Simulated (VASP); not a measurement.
Input of a VASP 6.6.1 run:

File INCAR:

```
SYSTEM = Mg3H3O4
  PREC = Accurate
  ENCUT = 520
  EDIFF = 1E-6
  ISMEAR = 0
  SIGMA = 0.05
  LREAL = .FALSE.
  LASPH = .TRUE.
  NELM = 120
  ALGO = Normal
  ISIF = 2
  LWAVE = .FALSE.
  LCHARG = .FALSE.
  GGA = CA
  NBANDS = 49
  NELECT = 64.0
  GGA_COMPAT = .FALSE.
```

KPOINTS

```
Automatic mesh
0
G
  6 6 4
  0 0 0
```

The input POSCAR:

```
Mg3H3O4
1.0
    4.5975141488     -2.6543760314      0.0000000000
    0.0000000000      5.3087520628      0.0000000000
    0.0000000000      0.0000000000      7.2844478007
Mg H O
6 6 8
Direct
    0.3313312795      0.3333333333      0.8321433406
    0.0171969902      0.6990585932      0.8321433406
    0.6514717303      0.9676080734      0.8321433406
    0.0171969902      0.3333333333      0.1578707428
    0.6666666667      0.6838636569      0.1842093852
    0.3161363431      0.9828030098      0.1842093852
   -0.0172565022      0.3333333333      0.4702494041
    0.6666666667      0.6494101645      0.5620631923
    0.3505898355      1.0172565022      0.5620631923
    0.3520954005      0.3333333333      0.4485309979
   -0.0172565022      0.6509157294      0.4485309979
    0.6651611017      1.0157509373      0.4485309979
    0.6666666667      0.6539157427      0.6953552171
    0.3460842573      1.0127509240      0.6953552171
    0.3244462944      0.3333333333      0.3169781130
   -0.0127509240      0.6322777799      0.3169781130
    0.6883046295      1.0343888868      0.3169781130
    0.8235914494      0.3333333333     -0.1503650768
    0.3303242933      0.6636576267      0.0007888567
    0.0000000000      0.0030090400      0.0007888567
```

Potentials or basis: VASP PAW LDA potentials, release 64 (Mg, H, O).

Launch:

```console
$ cat potpaw_LDA.64/Mg/POTCAR potpaw_LDA.64/H/POTCAR potpaw_LDA.64/O/POTCAR > POTCAR
$ mpirun -np 1 vasp_std > vasp.out
```

Task: What does it give for the largest force?

Result: 4.168 eV/Å.

Forces on the atoms (eV/Å):
```
Mg  -0.195  0.112 -0.215
Mg   2.255  3.474 -0.467
Mg  -1.881 -3.690 -0.467
Mg   0.151 -0.087 -0.688
Mg   0.023  0.781  0.117
Mg  -0.665 -0.410  0.117
H   -0.191  0.110 -1.318
H   -0.021  0.049 -0.259
H   -0.053 -0.007 -0.259
H    0.235 -0.136  0.618
H   -0.061  0.452  1.093
H   -0.422 -0.173  1.093
O   -0.458  0.914 -0.293
O   -1.020 -0.060 -0.293
O    0.316 -0.182 -0.823
O    0.029  0.022 -0.949
O   -0.004 -0.036 -0.949
O   -0.020  0.011  2.084
O    1.303 -0.031  0.929
O    0.679 -1.113  0.929
```

Caveat: the cell carries a net charge on a neutralising background, which shifts energy and pressure.
